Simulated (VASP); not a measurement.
# TaN (P-6m2) in VASP: vibrations by perturbation theory with PBE

Aim: the vibrations by perturbation theory of TaN with PBE.

Everything below comes from runs of VASP 6.6.1. Logs are shortened: lines on timing, memory, paths and dates and some standing lists are left out, and cuts for length are marked.

### 1 The cell of the first run

The structure is hexagonal, space group P-6m2 (No. 187). Conventional cell: a = 2.950 Å, b = 2.950 Å, c = 2.897 Å, α = 90.00°, β = 90.00°, γ = 120.00°. Within 3.0 Å of Ta (site symmetry -6m2) lie 6 N at 2.24 Å and 8 Ta at 2.90 to 2.95 Å. Within 3.0 Å of N (site symmetry -6m2) lie 6 Ta at 2.24 Å and 8 N at 2.90 to 2.95 Å.

### 2 Vibrations by perturbation theory, PBE

Input file INCAR:

```
SYSTEM = TaN
ALGO = Normal
EDIFF = 1E-8
ENCUT = 520
GGA = PE
IBRION = 8
ISIF = 2
ISMEAR = -1
LASPH = .TRUE.
LCHARG = .FALSE.
LREAL = .FALSE.
LWAVE = .FALSE.
NBANDS = 15
NELM = 80
NSW = 1
PREC = Accurate
SIGMA = 0.15
```

Input file KPOINTS:

```
k-points
0
G
  24 24 20
  0 0 0
```

Input file POSCAR:

```
TaN
1.0
    2.9504566079      0.0000000000      0.0000000000
   -1.4752283039      2.5551703752      0.0000000000
    0.0000000000      0.0000000000      2.8973772088
Ta N
1 1
Direct
    0.3333333333      0.6666666667      0.5000000000
    0.0000000000      0.0000000000      0.0000000000
```

Potentials or basis: VASP PAW PBE potentials, release 64 (Ta_pv, N).

Command:

```bash
cat potpaw_PBE.64/Ta_pv/POTCAR potpaw_PBE.64/N/POTCAR > POTCAR
mpirun -np 1 vasp_std > vasp.out
```

OUTCAR:

```text
SYSTEM = TaN
   EDIFF = 1E-8
   ENCUT = 520
   GGA = PE
   IBRION = 8
   ISIF = 2
   ISMEAR = -1
   LASPH = .TRUE.
   LREAL = .FALSE.
   NELM = 80
   NSW = 1
   PREC = Accurate

 ion  position               nearest neighbor table
   1  0.333  0.667  0.500-   2 2.24   2 2.24   2 2.24   2 2.24   2 2.24   2 2.24
   2  0.000  0.000  0.000-   1 2.24   1 2.24   1 2.24   1 2.24   1 2.24   1 2.24

  LATTYP: Found a hexagonal cell.
 ALAT       =     2.9504566079
 C/A-ratio  =     0.9820097679

  Lattice vectors:

 A1 = (   2.9504566079,   0.0000000000,   0.0000000000)
 A2 = (  -1.4752283039,   2.5551703752,   0.0000000000)
 A3 = (   0.0000000000,   0.0000000000,   2.8973772088)

Analysis of symmetry for initial positions (statically):
=====================================================================
 Subroutine PRICEL returns:
 Original cell was already a primitive cell.

 Routine SETGRP: Setting up the symmetry group for a
 hexagonal supercell.

 Subroutine GETGRP returns: Found 12 space group operations
 (whereof 12 operations were pure point group operations)
 out of a pool of 24 trial point group operations.

The static configuration has the point symmetry D_3h.

Analysis of symmetry for dynamics (positions and initial velocities):
=====================================================================
 Subroutine PRICEL returns:
 Original cell was already a primitive cell.

 Routine SETGRP: Setting up the symmetry group for a
 hexagonal supercell.

 Subroutine GETGRP returns: Found 12 space group operations
 (whereof 12 operations were pure point group operations)
 out of a pool of 24 trial point group operations.

The dynamic configuration has the point symmetry D_3h.

 Subroutine INISYM returns: Found 12 space group operations
 (whereof 12 operations are pure point group operations),
 and found     1 'primitive' translations

[... 593 lines left out ...]
  external PRESSURE =       6.6300152 kB  Pullay stress =       0.0000000 kB

 VOLUME and BASIS-vectors are now :
 -----------------------------------------------------------------------------
  energy-cutoff  :      520.00
  volume of cell :       21.84
      direct lattice vectors                 reciprocal lattice vectors
     2.950456608  0.000000000  0.000000000     0.338930590  0.195681668  0.000000000
    -1.475228304  2.555170375  0.000000000     0.000000000  0.391363335  0.000000000
     0.000000000  0.000000000  2.897377209     0.000000000  0.000000000  0.345139734

 POSITION                                       TOTAL-FORCE (eV/Angst)
 -----------------------------------------------------------------------------------
     -0.00000      1.70345      1.44869         0.000000      0.000000      0.000000
      0.00000      0.00000      0.00000        -0.000000      0.000000      0.000000
 -----------------------------------------------------------------------------------
    total drift:                                0.000000     -0.000000     -0.000000

  FREE ENERGIE OF THE ION-ELECTRON SYSTEM (eV)
  ---------------------------------------------------
  free  energy   TOTEN  =       -22.4493211975 eV

  energy  without entropy=      -22.4400090514  energy(sigma->0) =      -22.44466512

[... ionic steps 2 to 3 ...]

--------------------------------------- Ionic step        4  -------------------------------------------

------------------------ aborting loop because EDIFF is reached ----------------------------------------
[... 11 lines left out ...]
[... ionic steps 8 to 8 ...]

--------------------------------------- Ionic step        9  -------------------------------------------

 Free energy of the ion-electron system (eV)
  ---------------------------------------------------
  ---------------------------------------------------
  free energy    TOTEN  =        -0.23465879 eV

  energy without entropy =       -0.23465878

------------------------ aborting loop because EDIFF is reached ----------------------------------------

 INTERNAL STRAIN TENSOR  FOR ION    2  DIRECTION 3   (eV/Angst):
 -----------------------------------------------------------------------------
     0.00396 -0.00000 -0.00000
     0.00000  0.00396  0.00000
     0.00000 -0.00000  0.00575

 INTERNAL STRAIN TENSOR FOR ION    2 for displacements in x,y,z  (eV/Angst):
          X           Y           Z          XY          YZ          ZX
  --------------------------------------------------------------------------------
  x    -0.00000     0.00000     0.00000    -1.62428     0.00000     0.00000
  y    -1.62428     1.62428     0.00000     0.00000     0.00000     0.00000
  z     0.00000     0.00000     0.00000     0.00000    -0.00000     0.00000

 SECOND DERIVATIVES (NOT SYMMETRIZED)
 ------------------------------------
               1X          1Y          1Z          2X          2Y          2Z
  1X   -12.543220   -0.000000    0.000000   12.543220    0.000000    0.000000
  1Y    -0.000000  -12.543220    0.000000    0.000000   12.543220    0.000000
  1Z     0.000000    0.000000  -13.517033    0.000000   -0.000000   13.517033
  2X    12.543381    0.000000    0.000000  -12.543381   -0.000000    0.000000
  2Y     0.000000   12.543381    0.000000   -0.000000  -12.543381    0.000000
  2Z     0.000000   -0.000000   13.508083   -0.000000    0.000000  -13.508083

 Eigenvectors and eigenvalues of the dynamical matrix
 ----------------------------------------------------

   1 f  =   15.939034 THz   100.147905 2PiTHz  531.668949 cm-1    65.918519 meV
             X         Y         Z           dx          dy          dz
     -0.000000  1.703447  1.448689    -0.000000    0.000000   -0.268073
      0.000000  0.000000  0.000000     0.000000    0.000000    0.963399
[... 21 lines left out ...]
   6 f/i=    0.001363 THz     0.008566 2PiTHz    0.045473 cm-1     0.005638 meV
             X         Y         Z           dx          dy          dz
     -0.000000  1.703447  1.448689    -0.000000   -0.000000   -0.963399
      0.000000  0.000000  0.000000    -0.000000   -0.000000   -0.268073

--------------------------------------------------------------------------------------------------------

 ELASTIC MODULI CONTR FROM IONIC RELAXATION (kBar)
 Direction    XX          YY          ZZ          XY          YZ          ZX
 --------------------------------------------------------------------------------
 XX          -6.2991      6.2991     -0.0000     -0.0000      0.0000      0.0000
 YY           6.2991     -6.2991     -0.0000     -0.0000     -0.0000      0.0000
 ZZ          -0.0000     -0.0000     -0.0000     -0.0000     -0.0000      0.0000
 XY          -0.0000     -0.0000     -0.0000     -6.2991     -0.0000      0.0000
 YZ           0.0000     -0.0000     -0.0000     -0.0000     -0.0000      0.0000
 ZX           0.0000      0.0000      0.0000      0.0000      0.0000      0.0000
 --------------------------------------------------------------------------------
```

Wall time 89 min (1 thread of Intel Xeon 8259CL, shared host); peak memory 2 GiB.

What came out:

```yaml
Highest_phonon_frequency_at_Γ: 532 cm⁻¹
```

Phonon frequencies in cm⁻¹ (negative: imaginary):
```csv
q point,frequencies
"(0.000, 0.000, 0.000)",0 0 0 512 512 532
```

Caveat: spin-orbit coupling is left out, which moves the levels of the heavy elements.
